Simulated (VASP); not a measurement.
# BiRu (F-43m) in VASP: settings compared

Aim: see how the results for BiRu move with the level of theory and the settings. Levels: revPBE, r2SCAN. Tasks: single point.

All numbers are computed with VASP 6.6.1; they aren't measurements. Logs are shortened: lines on timing, memory, paths and dates and some standing lists are left out, and cuts for length are marked.

### Step 1. The cell of the first run

The structure is cubic, space group F-43m (No. 216). Conventional cell: a = 6.046 Å, b = 6.046 Å, c = 6.046 Å, α = 90.00°, β = 90.00°, γ = 90.00°. Within 3.5 Å of Ru (site symmetry -43m) lie 4 Bi at 2.62 Å. Bi (site symmetry -43m) has 4 Ru at 2.62 Å within 3.5 Å.

### Step 2. Single point, revPBE

The input, INCAR:

```
SYSTEM = BiRu
PREC = Accurate
ENCUT = 520
EDIFF = 1E-6
ISMEAR = 0
SIGMA = 0.05
LREAL = .False.
LASPH = .True.
NELM = 80
ALGO = Normal
ISIF = 2
LWAVE = .False.
LCHARG = .True.
GGA = RE
LELF = .True.
LVHAR = .True.
NBANDS = 22
```

The input, KPOINTS:

```
regular mesh
0
Gamma
  10 10 10
  0 0 0
```

The input, POSCAR:

```
BiRu
1.0
    0.0000000000      3.0230893931      3.0230893931
    3.0230893931      0.0000000000      3.0230893931
    3.0230893931      3.0230893931      0.0000000000
Ru Bi
1 1
Direct
    0.0000000000      0.0000000000      0.0000000000
    0.2500000000      0.2500000000      0.2500000000
```

Potentials or basis: VASP PAW PBE potentials, release 64 (Ru_pv, Bi_d).

Started as:

```console
$ cat potpaw_PBE.64/Ru_pv/POTCAR potpaw_PBE.64/Bi_d/POTCAR > POTCAR
$ mpirun -np 1 vasp_std > vasp.out
```

OUTCAR:

```text
SYSTEM = BiRu
   PREC = Accurate
   ENCUT = 520
   EDIFF = 1E-6
   ISMEAR = 0
   LREAL = .False.
   LASPH = .True.
   NELM = 80
   ISIF = 2
   GGA = RE

 ion  position               nearest neighbor table
   1  0.000  0.000  0.000-   2 2.62   2 2.62   2 2.62   2 2.62
   2  0.250  0.250  0.250-   1 2.62   1 2.62   1 2.62   1 2.62

  LATTYP: Found a face centered cubic cell.
 ALAT       =     6.0461787862

  Lattice vectors:

 A1 = (   0.0000000000,   3.0230893931,   3.0230893931)
 A2 = (   3.0230893931,   0.0000000000,   3.0230893931)
 A3 = (   3.0230893931,   3.0230893931,   0.0000000000)

Analysis of symmetry for initial positions (statically):
=====================================================================
 Subroutine PRICEL returns:
 Original cell was already a primitive cell.

 Routine SETGRP: Setting up the symmetry group for a
 face centered cubic supercell.

 Subroutine GETGRP returns: Found 24 space group operations
 (whereof 24 operations were pure point group operations)
 out of a pool of 48 trial point group operations.

The static configuration has the point symmetry T_d .

Analysis of symmetry for dynamics (positions and initial velocities):
=====================================================================
 Subroutine PRICEL returns:
 Original cell was already a primitive cell.

 Routine SETGRP: Setting up the symmetry group for a
 face centered cubic supercell.

 Subroutine GETGRP returns: Found 24 space group operations
 (whereof 24 operations were pure point group operations)
 out of a pool of 48 trial point group operations.

The dynamic configuration has the point symmetry T_d .

 Subroutine INISYM returns: Found 24 space group operations
 (whereof 24 operations are pure point group operations),
 and found     1 'primitive' translations

----------------------------------------------------------------------------------------

                                     Primitive cell

  volume of cell :      55.2564

  direct lattice vectors                    reciprocal lattice vectors
     0.000000000  3.023089393  3.023089393    -0.165393720  0.165393720  0.165393720
     3.023089393  0.000000000  3.023089393     0.165393720 -0.165393720  0.165393720
     3.023089393  3.023089393  0.000000000     0.165393720  0.165393720 -0.165393720

  length of vectors
     4.275294020  4.275294020  4.275294020     0.286470326  0.286470326  0.286470326

  position of ions in fractional coordinates (direct lattice)
     0.000000000  0.000000000  0.000000000
     0.250000000  0.250000000  0.250000000

  ion indices of the primitive-cell ions
   primitive index   ion index
                 1           1
                 2           2

----------------------------------------------------------------------------------------

 KPOINTS: regular mesh

Automatic generation of k-mesh.
 Grid dimensions read from file:
 generate k-points for:   10   10   10

 Generating k-lattice:

  Cartesian coordinates                     Fractional coordinates (reciprocal lattice)
    -0.016539372  0.016539372  0.016539372     0.100000000  0.000000000  0.000000000
     0.016539372 -0.016539372  0.016539372     0.000000000  0.100000000  0.000000000
     0.016539372  0.016539372 -0.016539372     0.000000000  0.000000000  0.100000000

  Length of vectors
     0.028647033  0.028647033  0.028647033

  Shift w.r.t. Gamma in fractional coordinates (k-lattice)
     0.000000000  0.000000000  0.000000000

 Subroutine IBZKPT returns following result:
 ===========================================

 Found     47 irreducible k-points:

 Following reciprocal coordinates:
            Coordinates               Weight
  0.000000  0.000000  0.000000      1.000000
  0.100000  0.000000  0.000000      8.000000
  0.200000  0.000000  0.000000      8.000000
  0.300000  0.000000  0.000000      8.000000
  0.400000  0.000000  0.000000      8.000000
  0.500000  0.000000  0.000000      4.000000
[... 16 lines left out ...]
  0.300000  0.300000  0.000000      6.000000
  0.400000  0.300000  0.000000     24.000000
 [... further k-points ...]
   k-points           NKPTS =     47   k-points in BZ     NKDIM =     47   number of bands    NBANDS=     22
   number of dos      NEDOS =    301   number of ions     NIONS =      2
   total plane-waves  NPLWV =  32768
   dimension x,y,z NGX =    32 NGY =   32 NGZ =   32
   dimension x,y,z NGXF=    64 NGYF=   64 NGZF=   64
   ions per type =               1   1
   NGX,Y,Z   is equivalent  to a cutoff of  12.44, 12.44, 12.44 a.u.
   NGXF,Y,Z  is equivalent  to a cutoff of  24.89, 24.89, 24.89 a.u.
 SYSTEM =  BiRu
   PREC   = accura    normal or accurate (medium, high low for compatibility)
   ISTART =      0    job   : 0-new  1-cont  2-samecut
   ICHARG =      2    charge: 1-file 2-atom 10-const
   ISPIN  =      1    spin polarized calculation?
   LNONCOLLINEAR =      F non collinear calculations
   LSORBIT =      F    spin-orbit coupling
   LASPH  =      T    aspherical Exc in radial PAW
   ENCUT  =  520.0 eV  38.22 Ry    6.18 a.u.   7.95  7.95  7.95*2*pi/ulx,y,z
   NELM   =     80;   NELMIN=  2; NELMDL= -5     # of ELM steps
   EDIFF  = 0.1E-05   stopping-criterion for ELM
   LREAL  =      F    real-space projection
   EDIFFG = 0.1E-04   stopping-criterion for IOM
   NSW    =      0    number of steps for IOM
   IBRION =     -1    ionic relax: 0-MD 1-quasi-New 2-CG
   NFREE  =      0    steps in history (QN), initial steepest desc. (CG)
   ISIF   =      2    stress and relaxation
   ISYM   =      2    0-nonsym 1-usesym 2-fastsym
   POTIM  = 0.5000    time-step for ionic-motion
   TEBEG  =    0.0;   TEEND  =   0.0 temperature during run
   PSTRESS=    0.0 pullay stress
   NELECT =      29.0000    total number of electrons
   NUPDOWN=      -1.0000    fix difference up-down
   EMIN   =  10.00;   EMAX   =-10.00  energy-range for DOS
   EFERMI =   0.00;   METHOD = LEGACY
   ISMEAR =     0;   SIGMA  =   0.05  broadening in eV -4-tet -1-fermi 0-gaus
   EFERMI_NEDOS =   21; number of points for ismear=-14 and -15
   IALGO  =     38    algorithm
   IMIX   =      4    mixing-type and parameters
     AMIX     =   0.40;   BMIX     =  1.00
     AMIX_MAG =   1.60;   BMIX_MAG =  1.00
  volume/ion in A,a.u.               =      27.63       186.44
  Fermi-wavevector in a.u.,A,eV,Ry     =   1.320525  2.495430 23.725640  1.743785
  Thomas-Fermi vector in A             =   2.450345
   LORBIT       =      0    0 simple, 1 ext, 2 COOP (PROOUT), +10 PAW based schemes
   GGA     = RE    functional components
   LHFCALC =     F    Hartree Fock is set to
   AEXX    =    0.0000 exact exchange contribution
   IVDW    =     0    specifies the selected vdW correction
   LEPSILON=     F    determine dielectric tensor
   LRPA    =     F    only Hartree local field effects (RPA)
 non-spin polarized calculation
 Gauss-broadening in eV      SIGMA  =   0.05
  energy-cutoff  :      520.00
  volume of cell :       55.26
 maximum number of plane-waves:      1524
   NGX = 15   NGY = 15   NGZ = 15

 number of electron      29.0000003 magnetization

 Free energy of the ion-electron system (eV)
  ---------------------------------------------------
  ext. energy  EPLUGINS =         0.00000000
  ---------------------------------------------------
  free energy    TOTEN  =       -10.50002503 eV

  energy without entropy =      -10.49883173  energy(sigma->0) =      -10.49942838

 E-fermi :   6.1962     XC(G=0):  -9.9950

 val. band max:        6.1615443801   @ k =  -0.4000   0.4000   0.2000
 cond. band min:       6.2678579266   @ k =   0.5000   0.3000   0.1000
 fundamental gap:      0.1063135466
 Fermi energy:         6.1961764943

 k-point     1 :       0.0000    0.0000    0.0000
  band No.  band energies     occupation
      1     -35.4462      2.00000
      2     -35.4462      2.00000
      3     -35.4462      2.00000
      4     -16.1346      2.00000
      5     -16.1346      2.00000
      6     -16.1346      2.00000
[... 14 lines left out ...]
     21      13.7073      0.00000
     22      16.0216      0.00000

 k-point     2 :       0.1000    0.0000    0.0000
  band No.  band energies     occupation
      1     -35.4466      2.00000
      2     -35.4462      2.00000
      3     -35.4462      2.00000
      4     -16.1363      2.00000
      5     -16.1348      2.00000
      6     -16.1348      2.00000
[... 14 lines left out ...]
     21      13.9817      0.00000
     22      16.4032      0.00000

 k-point     3 :       0.2000    0.0000    0.0000
  band No.  band energies     occupation
      1     -35.4476      2.00000
      2     -35.4462      2.00000
      3     -35.4462      2.00000
      4     -16.1410      2.00000
      5     -16.1351      2.00000
      6     -16.1351      2.00000
[... 14 lines left out ...]
     21      14.4489      0.00000
     22      16.3667      0.00000

 k-point     4 :       0.3000    0.0000    0.0000
  band No.  band energies     occupation
      1     -35.4489      2.00000
      2     -35.4463      2.00000
      3     -35.4463      2.00000
      4     -16.1468      2.00000
      5     -16.1349      2.00000
      6     -16.1349      2.00000
[... 14 lines left out ...]
     21      14.6868      0.00000
     22      16.6717      0.00000

 k-point     5 :       0.4000    0.0000    0.0000
  band No.  band energies     occupation
      1     -35.4499      2.00000
      2     -35.4463      2.00000
      3     -35.4463      2.00000
      4     -16.1516      2.00000
      5     -16.1343      2.00000
      6     -16.1343      2.00000
[... 417 lines left out ...]
 k-point    22 :      -0.2000    0.2000    0.0000
  band No.  band energies     occupation
      1     -35.4487      2.00000
      2     -35.4469      2.00000
      3     -35.4462      2.00000
      4     -16.1460      2.00000
      5     -16.1367      2.00000
      6     -16.1366      2.00000
[... 14 lines left out ...]
     21      15.1000      0.00000
     22      16.6330      0.00000

 k-point    23 :       0.3000    0.3000    0.0000
  band No.  band energies     occupation
      1     -35.4494      2.00000
      2     -35.4464      2.00000
      3     -35.4464      2.00000
      4     -16.1557      2.00000
      5     -16.1321      2.00000
      6     -16.1321      2.00000
[... 14 lines left out ...]
     21      17.0374      0.00000
     22      17.0374      0.00000

 k-point    24 :       0.4000    0.3000    0.0000
  band No.  band energies     occupation
      1     -35.4500      2.00000
      2     -35.4467      2.00000
      3     -35.4465      2.00000
      4     -16.1582      2.00000
      5     -16.1333      2.00000
      6     -16.1318      2.00000
[... 14 lines left out ...]
     21      17.4078      0.00000
     22      18.6139      0.00000

 [... further k-points ...]

------------------------ aborting loop because EDIFF is reached ----------------------------------------

  FORCE on cell =-STRESS in cart. coord.  units (eV):
  Direction    XX          YY          ZZ          XY          YZ          ZX
  --------------------------------------------------------------------------------------
  -------------------------------------------------------------------------------------
  Total        1.2095635      1.2095635      1.2095635      0.0000000      0.0000000      0.0000000
  in kB       35.0716575     35.0716575     35.0716575      0.0000000      0.0000000      0.0000000
  external PRESSURE =      35.0716575 kB  Pullay stress =       0.0000000 kB

 VOLUME and BASIS-vectors are now :
 -----------------------------------------------------------------------------
  energy-cutoff  :      520.00
  volume of cell :       55.26
      direct lattice vectors                 reciprocal lattice vectors
     0.000000000  3.023089393  3.023089393    -0.165393720  0.165393720  0.165393720
     3.023089393  0.000000000  3.023089393     0.165393720 -0.165393720  0.165393720
     3.023089393  3.023089393  0.000000000     0.165393720  0.165393720 -0.165393720

 POSITION                                       TOTAL-FORCE (eV/Angst)
 -----------------------------------------------------------------------------------
      0.00000      0.00000      0.00000         0.000000      0.000000      0.000000
      1.51154      1.51154      1.51154        -0.000000     -0.000000     -0.000000
 -----------------------------------------------------------------------------------
    total drift:                                0.000000      0.000000      0.000000

  FREE ENERGIE OF THE ION-ELECTRON SYSTEM (eV)
  ---------------------------------------------------
  free  energy   TOTEN  =       -10.5000250341 eV

  energy  without entropy=      -10.4988317270  energy(sigma->0) =      -10.49942838
```

Wall time 49 s (1 thread of Intel Xeon 8259CL, shared host); peak memory 0.21 GiB.

Results:

```
Free energy            : -10.5000 eV
Pressure               : 3.5 GPa
Band gap on the k mesh : zero (an odd number of electrons rules out a gap without spin polarisation)
```

Levels at points of the mesh, in eV from the Fermi level:
| k point | band 10 | band 11 | band 12 | band 13 | band 14 | band 15 | band 16 | band 17 | band 18 | band 19 |
| --- | --- | --- | --- | --- | --- | --- | --- | --- | --- | --- |
| (0.00, 0.00, 0.00) | -2.72 | -2.72 | -2.72 | -0.79 | -0.79 | 3.40 | 5.27 | 5.27 | 5.27 | 7.51 |
| (0.50, 0.00, 0.00) | -3.63 | -2.44 | -2.44 | -0.72 | -0.72 | -0.44 | 3.09 | 3.09 | 4.85 | 8.51 |
| (0.50, 0.50, 0.00) | -4.00 | -1.63 | -1.63 | -1.03 | -0.69 | -0.04 | 0.57 | 0.57 | 5.20 | 6.17 |

Caveat: the cell stands under pressure; the PAW data sets were made with another functional, which shifts forces and pressure a little; spin-orbit coupling is left out, which moves the levels of the heavy elements.

(Continued in part 2 of 2.)

The gap in the log of VASP goes by the Fermi energy; the results here count the filled bands.